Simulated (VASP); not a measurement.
# BaAs3Ru (Pm-3m) in VASP: single point with PBE

Aim: the single point of BaAs3Ru with PBE.

Everything below comes from runs of VASP 6.6.1. Logs are shortened: lines on timing, memory, paths and dates and some standing lists are left out, and cuts for length are marked.

**1. The cell of the first run**

The structure is cubic, space group Pm-3m (No. 221). Conventional cell: a = 4.786 Å, b = 4.786 Å, c = 4.786 Å, α = 90.00°, β = 90.00°, γ = 90.00°. Ba (site symmetry m-3m) has 12 As at 3.38 Å and 8 Ru at 4.14 Å within 4.4 Å. Ru (site symmetry m-3m) has 6 As at 2.39 Å within 3.2 Å. As (site symmetry 4/mmm) has 2 Ru at 2.39 Å within 3.2 Å.

**2. Single point, PBE**

File INCAR:

```
SYSTEM = BaAs3Ru
PREC     = Accurate       ! precision mode
ENCUT    = 520            ! plane-wave cutoff, eV
EDIFF    = 1E-6           ! SCF threshold, eV
ISMEAR   = 1              ! smearing method
SIGMA    = 0.1083         ! smearing width, eV
LREAL    = .False.        ! projectors in reciprocal space
LASPH    = .True.         ! aspherical terms in the spheres
NELM     = 60             ! most SCF steps
ALGO     = Normal         ! electronic algorithm
ISIF     = 2              ! what is computed and relaxed
LWAVE    = .False.        ! write WAVECAR
LCHARG   = .True.         ! write CHGCAR
GGA      = PE             ! functional
LELF     = .True.         ! ELF
LVHAR    = .True.       
NBANDS   = 28             ! bands
```

File KPOINTS:

```
Automatic mesh
0
Gamma
  7 7 7
  0 0 0
```

File POSCAR:

```
BaAs3Ru
1.0
    4.7855070000      0.0000000000      0.0000000000
    0.0000000000      4.7855070000      0.0000000000
    0.0000000000      0.0000000000      4.7855070000
Ba Ru As
1 1 3
Direct
    0.5000000000      0.5000000000      0.5000000000
    0.0000000000      0.0000000000      0.0000000000
    0.0000000000      0.5000000000      0.0000000000
    0.5000000000      0.0000000000      0.0000000000
    0.0000000000      0.0000000000      0.5000000000
```

Potentials or basis: VASP PAW PBE potentials, release 64 (Ba_sv, Ru_pv, As).

On the command line:

```bash
> cat potpaw_PBE.64/Ba_sv/POTCAR potpaw_PBE.64/Ru_pv/POTCAR potpaw_PBE.64/As/POTCAR > POTCAR
> mpirun -np 1 vasp_std > vasp.out
```

OUTCAR:

```text
SYSTEM = BaAs3Ru
   PREC = Accurate
   ENCUT = 520
   EDIFF = 1E-6
   ISMEAR = 1
   LREAL = .False.
   LASPH = .True.
   NELM = 60
   ISIF = 2
   GGA = PE

 ion  position               nearest neighbor table
   1  0.500  0.500  0.500-   3 3.38   4 3.38   5 3.38   3 3.38   4 3.38   4 3.38   5 3.38   4 3.38
                             3 3.38   5 3.38   3 3.38   5 3.38
   2  0.000  0.000  0.000-   3 2.39   4 2.39   5 2.39   5 2.39   3 2.39   4 2.39
   3  0.000  0.500  0.000-   2 2.39   2 2.39   1 3.38   1 3.38   1 3.38   1 3.38
   4  0.500  0.000  0.000-   2 2.39   2 2.39   1 3.38   1 3.38   1 3.38   1 3.38
   5  0.000  0.000  0.500-   2 2.39   2 2.39   1 3.38   1 3.38   1 3.38   1 3.38

  LATTYP: Found a simple cubic cell.
 ALAT       =     4.7855070000

  Lattice vectors:

 A1 = (   4.7855070000,   0.0000000000,   0.0000000000)
 A2 = (   0.0000000000,   4.7855070000,   0.0000000000)
 A3 = (   0.0000000000,   0.0000000000,   4.7855070000)

Analysis of symmetry for initial positions (statically):
=====================================================================
 Subroutine PRICEL returns:
 Original cell was already a primitive cell.

 Routine SETGRP: Setting up the symmetry group for a
 simple cubic supercell.

 Subroutine GETGRP returns: Found 48 space group operations
 (whereof 48 operations were pure point group operations)
 out of a pool of 48 trial point group operations.

The static configuration has the point symmetry O_h .

Analysis of symmetry for dynamics (positions and initial velocities):
=====================================================================
 Subroutine PRICEL returns:
 Original cell was already a primitive cell.

 Routine SETGRP: Setting up the symmetry group for a
 simple cubic supercell.

 Subroutine GETGRP returns: Found 48 space group operations
 (whereof 48 operations were pure point group operations)
 out of a pool of 48 trial point group operations.

The dynamic configuration has the point symmetry O_h .

 Subroutine INISYM returns: Found 48 space group operations
 (whereof 48 operations are pure point group operations),
 and found     1 'primitive' translations

----------------------------------------------------------------------------------------

                                     Primitive cell

  volume of cell :     109.5933

  direct lattice vectors                    reciprocal lattice vectors
     4.785507000  0.000000000  0.000000000     0.208964275  0.000000000  0.000000000
     0.000000000  4.785507000  0.000000000     0.000000000  0.208964275  0.000000000
     0.000000000  0.000000000  4.785507000     0.000000000  0.000000000  0.208964275

  length of vectors
     4.785507000  4.785507000  4.785507000     0.208964275  0.208964275  0.208964275

  position of ions in fractional coordinates (direct lattice)
     0.500000000  0.500000000  0.500000000
     0.000000000  0.000000000  0.000000000
     0.000000000  0.500000000  0.000000000
     0.500000000  0.000000000  0.000000000
     0.000000000  0.000000000  0.500000000

  ion indices of the primitive-cell ions
   primitive index   ion index
                 1           1
                 2           2
                 3           3
                 4           4
                 5           5

----------------------------------------------------------------------------------------

 KPOINTS: Automatic mesh

Automatic generation of k-mesh.
 Grid dimensions read from file:
 generate k-points for:    7    7    7

 Generating k-lattice:

  Cartesian coordinates                     Fractional coordinates (reciprocal lattice)
     0.029852039  0.000000000  0.000000000     0.142857143  0.000000000  0.000000000
     0.000000000  0.029852039  0.000000000     0.000000000  0.142857143  0.000000000
     0.000000000  0.000000000  0.029852039     0.000000000  0.000000000  0.142857143

  Length of vectors
     0.029852039  0.029852039  0.029852039

  Shift w.r.t. Gamma in fractional coordinates (k-lattice)
     0.000000000  0.000000000  0.000000000

 Subroutine IBZKPT returns following result:
 ===========================================

 Found     20 irreducible k-points:

 Following reciprocal coordinates:
            Coordinates               Weight
  0.000000  0.000000  0.000000      1.000000
  0.142857  0.000000  0.000000      6.000000
  0.285714  0.000000  0.000000      6.000000
  0.428571  0.000000  0.000000      6.000000
  0.142857  0.142857  0.000000     12.000000
  0.285714  0.142857  0.000000     24.000000
[... 12 lines left out ...]
  0.428571  0.428571  0.285714     24.000000
  0.428571  0.428571  0.428571      8.000000
   k-points           NKPTS =     20   k-points in BZ     NKDIM =     20   number of bands    NBANDS=     28
   number of dos      NEDOS =    301   number of ions     NIONS =      5
   total plane-waves  NPLWV =  46656
   dimension x,y,z NGX =    36 NGY =   36 NGZ =   36
   dimension x,y,z NGXF=    72 NGYF=   72 NGZF=   72
   ions per type =               1   1   3
   NGX,Y,Z   is equivalent  to a cutoff of  12.51, 12.51, 12.51 a.u.
   NGXF,Y,Z  is equivalent  to a cutoff of  25.01, 25.01, 25.01 a.u.
 SYSTEM =  BaAs3Ru
   PREC   = accura    normal or accurate (medium, high low for compatibility)
   ISTART =      0    job   : 0-new  1-cont  2-samecut
   ICHARG =      2    charge: 1-file 2-atom 10-const
   ISPIN  =      1    spin polarized calculation?
   LNONCOLLINEAR =      F non collinear calculations
   LSORBIT =      F    spin-orbit coupling
   LASPH  =      T    aspherical Exc in radial PAW
   ENCUT  =  520.0 eV  38.22 Ry    6.18 a.u.   8.90  8.90  8.90*2*pi/ulx,y,z
   NELM   =     60;   NELMIN=  2; NELMDL= -5     # of ELM steps
   EDIFF  = 0.1E-05   stopping-criterion for ELM
   LREAL  =      F    real-space projection
   EDIFFG = 0.1E-04   stopping-criterion for IOM
   NSW    =      0    number of steps for IOM
   IBRION =     -1    ionic relax: 0-MD 1-quasi-New 2-CG
   NFREE  =      0    steps in history (QN), initial steepest desc. (CG)
   ISIF   =      2    stress and relaxation
   ISYM   =      2    0-nonsym 1-usesym 2-fastsym
   POTIM  = 0.5000    time-step for ionic-motion
   TEBEG  =    0.0;   TEEND  =   0.0 temperature during run
   PSTRESS=    0.0 pullay stress
   NELECT =      39.0000    total number of electrons
   NUPDOWN=      -1.0000    fix difference up-down
   EMIN   =  10.00;   EMAX   =-10.00  energy-range for DOS
   EFERMI =   0.00;   METHOD = LEGACY
   ISMEAR =     1;   SIGMA  =   0.11  broadening in eV -4-tet -1-fermi 0-gaus
   EFERMI_NEDOS =   21; number of points for ismear=-14 and -15
   IALGO  =     38    algorithm
   IMIX   =      4    mixing-type and parameters
     AMIX     =   0.40;   BMIX     =  1.00
     AMIX_MAG =   1.60;   BMIX_MAG =  1.00
  volume/ion in A,a.u.               =      21.92       147.91
  Fermi-wavevector in a.u.,A,eV,Ry     =   1.160117  2.192303 18.311689  1.345871
  Thomas-Fermi vector in A             =   2.296703
   LORBIT       =      0    0 simple, 1 ext, 2 COOP (PROOUT), +10 PAW based schemes
   GGA     = PE    functional components
   LHFCALC =     F    Hartree Fock is set to
   AEXX    =    0.0000 exact exchange contribution
   IVDW    =     0    specifies the selected vdW correction
   LEPSILON=     F    determine dielectric tensor
   LRPA    =     F    only Hartree local field effects (RPA)
 non-spin polarized calculation
 Methfessel and Paxton  Order N= 1 SIGMA  =   0.11
  energy-cutoff  :      520.00
  volume of cell :      109.59
 maximum number of plane-waves:      2968
 NGX is ok and might be reduce to    36
   NGX = 17   NGY = 17   NGZ = 17

 number of electron      38.9999999 magnetization

 Free energy of the ion-electron system (eV)
  ---------------------------------------------------
  ext. energy  EPLUGINS =         0.00000000
  ---------------------------------------------------
  free energy    TOTEN  =       -25.42927507 eV

  energy without entropy =      -25.41921857  energy(sigma->0) =      -25.42592290

 E-fermi :   5.8085     XC(G=0): -10.5022

 val. band max:        5.8077493826   @ k =   0.2857   0.1429   0.0000
 cond. band min:       5.8094109451   @ k =   0.4286   0.4286   0.2857
 fundamental gap:      0.0016615624
 Fermi energy:         5.8085234607

 k-point     1 :       0.0000    0.0000    0.0000
  band No.  band energies     occupation
      1     -37.1921      2.00000
      2     -37.1921      2.00000
      3     -37.1921      2.00000
      4     -21.6030      2.00000
      5      -6.9591      2.00000
      6      -6.9369      2.00000
[... 20 lines left out ...]
     27       8.6623      0.00000
     28       9.2130      0.00000

 k-point     2 :       0.1429    0.0000    0.0000
  band No.  band energies     occupation
      1     -37.1920      2.00000
      2     -37.1920      2.00000
      3     -37.1916      2.00000
      4     -21.6011      2.00000
      5      -7.3487      2.00000
      6      -6.9287      2.00000
[... 20 lines left out ...]
     27       9.1404      0.00000
     28       9.1782      0.00000

 k-point     3 :       0.2857    0.0000    0.0000
  band No.  band energies     occupation
      1     -37.1919      2.00000
      2     -37.1919      2.00000
      3     -37.1905      2.00000
      4     -21.5969      2.00000
      5      -7.6654      2.00000
      6      -6.9101      2.00000
[... 20 lines left out ...]
     27      10.1526      0.00000
     28      10.5343      0.00000

 k-point     4 :       0.4286    0.0000    0.0000
  band No.  band energies     occupation
      1     -37.1919      2.00000
      2     -37.1919      2.00000
      3     -37.1896      2.00000
      4     -21.5935      2.00000
      5      -7.8424      2.00000
      6      -6.8951      2.00000
[... 20 lines left out ...]
     27      11.3760      0.00000
     28      11.7161      0.00000

 k-point     5 :       0.1429    0.1429    0.0000
  band No.  band energies     occupation
      1     -37.1920      2.00000
      2     -37.1916      2.00000
      3     -37.1916      2.00000
      4     -21.5993      2.00000
      5      -7.4172      2.00000
      6      -7.0368      2.00000
[... 20 lines left out ...]
     27       9.3656      0.00000
     28       9.5749      0.00000

 k-point     6 :       0.2857    0.1429    0.0000
  band No.  band energies     occupation
      1     -37.1919      2.00000
      2     -37.1915      2.00000
      3     -37.1905      2.00000
      4     -21.5952      2.00000
      5      -7.6205      2.00000
      6      -7.0492      2.00000
[... 339 lines left out ...]
      5      -7.4201      2.00000
      6      -7.1177      2.00000
[... 20 lines left out ...]
     27      10.2543      0.00000
     28      12.4325      0.00000

 k-point    18 :       0.4286    0.2857    0.2857
  band No.  band energies     occupation
      1     -37.1901      2.00000
      2     -37.1901      2.00000
      3     -37.1893      2.00000
      4     -21.5827      2.00000
      5      -7.3946      2.00000
      6      -7.1716      2.00000
[... 20 lines left out ...]
     27      10.6926      0.00000
     28      11.2111      0.00000

 k-point    19 :       0.4286    0.4286    0.2857
  band No.  band energies     occupation
      1     -37.1900      2.00000
      2     -37.1892      2.00000
      3     -37.1892      2.00000
      4     -21.5797      2.00000
      5      -7.2704      2.00000
      6      -7.2228      2.00000
[... 20 lines left out ...]
     27      10.5831      0.00000
     28      11.5703      0.00000

 k-point    20 :       0.4286    0.4286    0.4286
  band No.  band energies     occupation
      1     -37.1892      2.00000
      2     -37.1892      2.00000
      3     -37.1892      2.00000
      4     -21.5768      2.00000
      5      -7.1690      2.00000
      6      -7.1262      2.00000
[... 20 lines left out ...]
     27      10.8566      0.00000
     28      10.8566      0.00000

------------------------ aborting loop because EDIFF is reached ----------------------------------------

  FORCE on cell =-STRESS in cart. coord.  units (eV):
  Direction    XX          YY          ZZ          XY          YZ          ZX
  --------------------------------------------------------------------------------------
  -------------------------------------------------------------------------------------
  Total        7.0714650      7.0714650      7.0714650      0.0000000      0.0000000     -0.0000000
  in kB      103.3799006    103.3799006    103.3799006      0.0000000      0.0000000     -0.0000000
  external PRESSURE =     103.3799006 kB  Pullay stress =       0.0000000 kB

 VOLUME and BASIS-vectors are now :
 -----------------------------------------------------------------------------
  energy-cutoff  :      520.00
  volume of cell :      109.59
      direct lattice vectors                 reciprocal lattice vectors
     4.785507000  0.000000000  0.000000000     0.208964275  0.000000000  0.000000000
     0.000000000  4.785507000  0.000000000     0.000000000  0.208964275  0.000000000
     0.000000000  0.000000000  4.785507000     0.000000000  0.000000000  0.208964275

 POSITION                                       TOTAL-FORCE (eV/Angst)
 -----------------------------------------------------------------------------------
      2.39275      2.39275      2.39275         0.000000      0.000000      0.000000
      0.00000      0.00000      0.00000         0.000000      0.000000      0.000000
      0.00000      2.39275      0.00000         0.000000      0.000000      0.000000
      2.39275      0.00000      0.00000         0.000000      0.000000      0.000000
      0.00000      0.00000      2.39275         0.000000      0.000000      0.000000
 -----------------------------------------------------------------------------------
    total drift:                               -0.000000      0.000000     -0.000000

  FREE ENERGIE OF THE ION-ELECTRON SYSTEM (eV)
  ---------------------------------------------------
  free  energy   TOTEN  =       -25.4292750651 eV

  energy  without entropy=      -25.4192185716  energy(sigma->0) =      -25.42592290
```

Wall time 2 min (1 thread of AMD EPYC, shared host); peak memory 0.21 GiB.

What came out:

- Free energy: -25.4293 eV
- Pressure: 10.3 GPa
- Band gap on the k mesh: zero (an odd number of electrons rules out a gap without spin polarisation)

Levels at points of the mesh, in eV from the Fermi level:
```csv
k point,band 17,band 18,band 19,band 20,band 21,band 22
"(0.00, 0.00, 0.00)",-0.72,-0.72,-0.54,-0.54,-0.54,1.42
```

Caveat: the cell stands under pressure; spin-orbit coupling is left out, which moves the levels of the heavy elements.
